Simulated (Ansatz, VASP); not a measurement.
## Two plane-wave programs on Ga4PN3

File INCAR:

```
SYSTEM = Ga4PN3
  ALGO = Normal
  EDIFF = 1E-6
  ENCUT = 520
  GGA = PE
  ISIF = 2
  ISMEAR = -1
  LASPH = .TRUE.
  LCHARG = .FALSE.
  LREAL = .FALSE.
  LWAVE = .FALSE.
  NBANDS = 46
  NELM = 80
  PREC = Accurate
  SIGMA = 0.02
```

File KPOINTS:

```
k-points
0
G
  6 8 4
  0 0 0
```

POSCAR

```
Ga4PN3
1.0
    5.4801757719      0.0000000000      0.0171457454
    0.0000000000      3.3403303221      0.0000000000
    0.0182035729      0.0000000000      5.8295305235
N P Ga
3 1 4
Direct
   -0.0040966147      0.0000000000      0.3209619938
    0.0021812092      0.5000000000      0.8457348653
    0.4951295915      0.5000000000      0.1691675800
    0.5076027313      0.0000000000      0.6607887995
    0.3578796873      0.0000000000      0.3015382261
    0.3555234613      0.5000000000      0.8678204223
    0.8622227580      0.5000000000      0.1669397342
    0.9235571760      0.0000000000      0.6670483788
```

Input for Ansatz:

```yaml
crystal:
  lattice:
    - [5.4801757719, 0.0, 0.0171457454]
    - [0.0, 3.3403303221, 0.0]
    - [0.0182035729, 0.0, 5.8295305235]
  atoms:
    - { symbol: "N", position: [-0.0040966147, 0.0, 0.3209619938] }
    - { symbol: "N", position: [0.0021812092, 0.5, 0.8457348653] }
    - { symbol: "N", position: [0.4951295915, 0.5, 0.16916758] }
    - { symbol: P, position: [0.5076027313, 0.0, 0.6607887995] }
    - { symbol: Ga, position: [0.3578796873, 0.0, 0.3015382261] }
    - { symbol: Ga, position: [0.3555234613, 0.5, 0.8678204223] }
    - { symbol: Ga, position: [0.862222758, 0.5, 0.1669397342] }
    - { symbol: Ga, position: [0.923557176, 0.0, 0.6670483788] }
kpoints:
  mp_grid: { grid: [6, 8, 4] }
  band_path:
    path:
      - [0.0, 0.0, 0.0]
      - [-3.542480113945e-37, -0.5, 3.960256535368e-18]
      - [6.302517716748e-20, -0.5, -0.5]
      - [6.302517716748e-20, 1.097825466197e-19, -0.5]
      - [0.0, 0.0, 0.0]
      - [-0.5, 1.135807818388e-19, -0.5]
      - [-0.5, -0.5, -0.5]
      - [-3.542480113945e-37, -0.5, 3.960256535368e-18]
      - [-0.5, -0.5, -1.114414623443e-17]
      - [-0.5, 3.798235219152e-21, -1.516352302468e-17]
      - [0.0, 0.0, 0.0]
    npoints: 10
hamiltonian:
  xc: pbe
scf:
  occupations: { method: fermi_dirac, width: 0.02 }
  n_extra_bands: 6
output:
  forces: true
  stress: true
  eigenvalues: true
  write_density: true
  write_potential: true
  elf: true
  volumetric_format: npy
```

Alike in both runs: task single point; functional PBE; k mesh 6 × 8 × 4; occupations fermi-dirac, width 0.02 eV; no spin polarisation.

|  | VASP | Ansatz |
| --- | --- | --- |
| version | VASP 6.6.1 | Ansatz 0.2.0 |
| potentials or method | VASP PAW PBE potentials, release 64 (N, P, Ga_d) | plane waves, PAW |
| plane-wave cutoff (eV) | 520 | 420 |
| valence electrons in the cell | 72 | 72 |

Ansatz gave:

| Property | Result |
| --- | --- |
| pressure (GPa) | 4.7 |
| traceless stress, the component that is largest in VASP (GPa) | 0.08 |
| rms of the force components (eV/Å) | 0.038 |

Question: Which values does VASP return?

Answer: Pressure (GPa): 4.8; traceless stress, the component that is largest in VASP (GPa): 0.08; rms of the force components (eV/Å): 0.037.

Atom by atom the forces differ by 0.011 eV/Å (rms over components).
